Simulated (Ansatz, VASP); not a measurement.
**One calculation of TiSi2, two programs**

```
CELL_PARAMETERS angstrom
0.00000 3.80437 4.62197
2.21156 0.00000 4.62197
2.21156 3.80437 0.00000
ATOMIC_POSITIONS crystal
Ti 0.75000 0.75000 0.75000
Ti 0.50000 0.50000 0.50000
Si 0.08682 0.41318 0.08682
Si 0.41318 0.08682 0.41318
Si 0.16318 0.83682 0.16318
Si 0.83682 0.16318 0.83682
```

Change from the starting cell: strain -0.080 along x and y, +0.080 along z, atoms carried along.

Alike in both runs: task single point; functional PBE; k mesh 14 × 14 × 14; occupations gaussian, width 0.15 eV; no spin polarisation.

|  | VASP | Ansatz |
| --- | --- | --- |
| version | VASP 6.6.1 | Ansatz 0.2.0 |
| potentials or method | VASP PAW PBE potentials, release 64 (Ti_sv, Si), cutoff 520 eV | scalar-relativistic, plane waves, PAW |
| valence electrons in the cell | 40 | 40 |

|  | VASP | Ansatz | Ansatz less VASP |
| --- | --- | --- | --- |
| gap on the k mesh at the Fermi level (eV) | none | none | - |
| pressure (GPa) | 17.7 | 17.8 | +0.11 |
| traceless stress, the component that is largest in VASP (GPa) | -31.38 | -31.43 | -0.053 |
| rms of the force components (eV/Å) | 0.091 | 0.091 | +0.0005 |

Atom by atom the forces differ by 0.000 eV/Å (rms over components). A gap of «none» marks a metal or a gap that the smearing closes. With one functional, cell and mesh, what is left measures potentials, basis and numerics.
